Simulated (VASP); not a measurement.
Ag: single point with PBEsol

The system is Ag.

```xyz
2
Lattice="0.0000 2.8026 2.8026 2.8026 0.0000 2.8026 2.8026 2.8026 0.0000" Properties=species:S:1:pos:R:3 pbc="T T T"
Ag   -0.7006   -0.7006   -0.7006
Ag    0.7006    0.7006    0.7006
```

This cell differs from its parent crystal: volume scaled by 0.8.

* Program: VASP 6.6.1
* Task: single point
* Functional: PBEsol
* Potentials or basis: VASP PAW PBE potentials, release 64 (Ag)
* Cutoff: 520 eV
* k mesh: 13 × 13 × 13
* Occupations: fermi-dirac, width 0.08 eV
* Spin: no spin polarisation

```
Pressure               : 17.1 GPa
Band gap on the k mesh : zero (band 11 reaches 5.79 eV, above the bottom of band 12 at 4.73 eV)
```

Levels at points of the mesh, in eV from the Fermi level:
| k point | band 7 | band 8 | band 9 | band 10 | band 11 | band 12 | band 13 | band 14 | band 15 | band 16 |
| --- | --- | --- | --- | --- | --- | --- | --- | --- | --- | --- |
| (0.00, 0.00, 0.00) | -3.60 | -3.60 | -3.60 | -2.54 | -2.54 | 10.75 | 10.75 | 10.75 | 11.20 | 11.20 |

Run time: 89 s on 1 thread of Intel Xeon 8259CL (shared host), peak memory 0.2 GiB.

Caveat: the PAW data sets were made with another functional, which shifts forces and pressure a little.
